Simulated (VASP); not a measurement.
A run of VASP 6.6.1 is set up as follows.

The input INCAR:

```
SYSTEM = Al2Au
PREC = Accurate
ENCUT = 500
EDIFF = 1E-6
ISMEAR = 0
SIGMA = 0.1
LREAL = .False.
LASPH = .True.
NELM = 120
ALGO = Normal
ISIF = 2
LWAVE = .False.
LCHARG = .False.
GGA = PE
NBANDS = 16
GGA_COMPAT = .False.
```

The input KPOINTS:

```
regular mesh
0
Gamma
  6 6 6
  0 0 0
```

The input POSCAR:

```
Al2Au
1.0
    0.0000000000      3.0023345900      3.0023345900
    3.0023345900      0.0000000000      3.0023345900
    3.0023345900      3.0023345900      0.0000000000
Al Au
2 1
Direct
    0.2500000000      0.2500000000      0.2500000000
    0.7500000000      0.7500000000      0.7500000000
    0.0000000000      0.0000000000      0.0000000000
```

Potentials or basis: VASP PAW PBE potentials, release 64 (Al, Au).

Launch:

```bash
$ cat potpaw_PBE.64/Al/POTCAR potpaw_PBE.64/Au/POTCAR > POTCAR
$ mpirun -np 1 vasp_std > vasp.out
```

**Question.** Estimate the pressure.

**Answer.** 2.9 GPa.
